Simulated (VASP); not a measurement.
## TeS2: relaxation of cell and atoms with PBE

Crystal: TeS2.

```
CELL_PARAMETERS angstrom
5.53322 0.00000 0.00000
0.00000 5.53322 0.00000
0.00000 0.00000 5.53322
ATOMIC_POSITIONS crystal
Te 0.00000 0.00000 0.00000
Te 0.50000 0.50000 0.50000
S 0.25000 0.25000 0.25000
S 0.25000 0.75000 0.75000
S 0.75000 0.75000 0.25000
S 0.75000 0.25000 0.75000
```

- Program: VASP 6.6.1
- Task: relaxation of cell and atoms
- Functional: PBE
- Potentials or basis: VASP PAW PBE potentials, release 64 (Te, S)
- Cutoff: 600 eV
- k mesh: 4 × 4 × 4
- Occupations: gaussian, width 0.1 eV
- Spin: no spin polarisation
- Dipole correction: no
- Further INCAR settings: ALGO = Normal; EDIFF = 1e-07; IBRION = 2; EDIFFG = -0.04; NSW = 90; ISIF = 3

```yaml
Relaxed_volume: 32.00 Å³/atom
Relaxed_cell: a = 5.769 Å, b = 5.769 Å, c = 5.769 Å, α = 90.00°, β = 90.00°, γ = 90.00°
Space_group_after_relaxing_to_0.1_Å: Pn-3m (No. 224)
Energy_gained_by_relaxing: 79.2 meV/atom
Ionic_steps: 3
Pressure_after_relaxing: 0.0 GPa
Band_gap_on_the_k_mesh: zero (bands 18 and 19 overlap by 0.50 eV)
```

Step by step:
| step | energy change (eV) | largest force (eV/Å) | pressure (GPa) | volume (Å³) |
| --- | --- | --- | --- | --- |
| 1 | 0.0000 | 0.0000 | 7.56 | 169.41 |
| 2 | -0.3809 | 0.0000 | -2.36 | 204.22 |
| 3 | -0.4752 | 0.0000 | 0.03 | 192.02 |

Final structure:
```
Te S
1.0
     5.76922    0.00000    0.00000
     0.00000    5.76922    0.00000
     0.00000    0.00000    5.76922
Te S
2 4
Direct
  0.00000 0.00000 0.00000
  0.50000 0.50000 0.50000
  0.25000 0.25000 0.25000
  0.25000 0.75000 0.75000
  0.75000 0.75000 0.25000
  0.75000 0.25000 0.75000
```

Levels at points of the mesh, in eV from the Fermi level:
```
           k point  band 14  band 15  band 16  band 17  band 18  band 19  band 20  band 21  band 22
(0.00, 0.00, 0.00)    -0.73    -0.62    -0.62    -0.62    -0.56    -0.56    -0.56     2.09     4.99
(0.50, 0.00, 0.00)    -1.50    -1.09    -1.09    -0.81    -0.81     1.58     1.58     3.29     3.29
(0.50, 0.50, 0.00)    -0.91    -0.74    -0.74    -0.43    -0.43     1.28     1.28     3.36     3.36
(0.50, 0.50, 0.50)    -0.54    -0.29    -0.29    -0.29    -0.29    -0.29    -0.29     2.07     4.99
```

It took 3.3 min on 1 thread of Intel(R) Xeon(R) Platinum 8259CL CPU @ 2.50GHz (Skylake/Cascade Lake), on a shared host, peak memory 0.35 GiB.

Caveat: spin-orbit coupling is left out, which moves the levels of the heavy elements.
